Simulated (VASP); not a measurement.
Wanted: the native input for a VASP 6.6.1 run.

```
Task                   : single point
Functional             : LDA
Potentials or basis    : VASP PAW LDA potentials, release 64 (As)
Cutoff                 : 520 eV
k mesh                 : 9 × 9 × 1
Occupations            : gaussian, width 0.02 eV
Spin                   : no spin polarisation
Dipole correction      : yes
Further INCAR settings : ALGO = Normal; EDIFF = 1e-07; NBANDS = 12
```

The structure of As lies in POSCAR:

```
As
1.0
    3.4630000000      0.0000000000      0.0000000000
   -1.7315000000      2.9990459733      0.0000000000
    0.0000000000      0.0000000000     28.0000000000
As
2
Direct
    0.3333333333      0.6666666667      0.5105714286
    0.6666666667      0.3333333333      0.4894285714
```

The input as run:

INCAR

```
PREC = Accurate
ENCUT = 520
EDIFF = 1E-7
ISMEAR = 0
SIGMA = 0.02
LREAL = F
LASPH = T
NELM = 60
ALGO = Normal
ISIF = 2
LWAVE = F
LCHARG = T
LDIPOL = T
IDIPOL = 3
DIPOL = 0.5 0.5 0.500
GGA = CA
LELF = T
LVHAR = T
LVACPOTAV = T
NBANDS = 12
```

KPOINTS

```
Automatic mesh
0
Gamma
  9 9 1
```

Potentials or basis: VASP PAW LDA potentials, release 64 (As).

The run is started by

```console
$ cat potpaw_LDA.64/As/POTCAR > POTCAR
$ mpirun -np 1 vasp_std > vasp.out
```

It gave:

| Quantity | Value |
| --- | --- |
| Largest force | 6.608 eV/Å |
| Band gap on the k mesh | zero (band 5 reaches -2.02 eV, above the bottom of band 6 at -3.67 eV) |
| Work function of the upper face | 4.08 eV |
| Work function of the lower face | 4.08 eV |

Wall time 36 s on 1 thread of Intel(R) Xeon(R) 6975P-C (Granite Rapids) (shared host), peak memory 0.31 GiB.
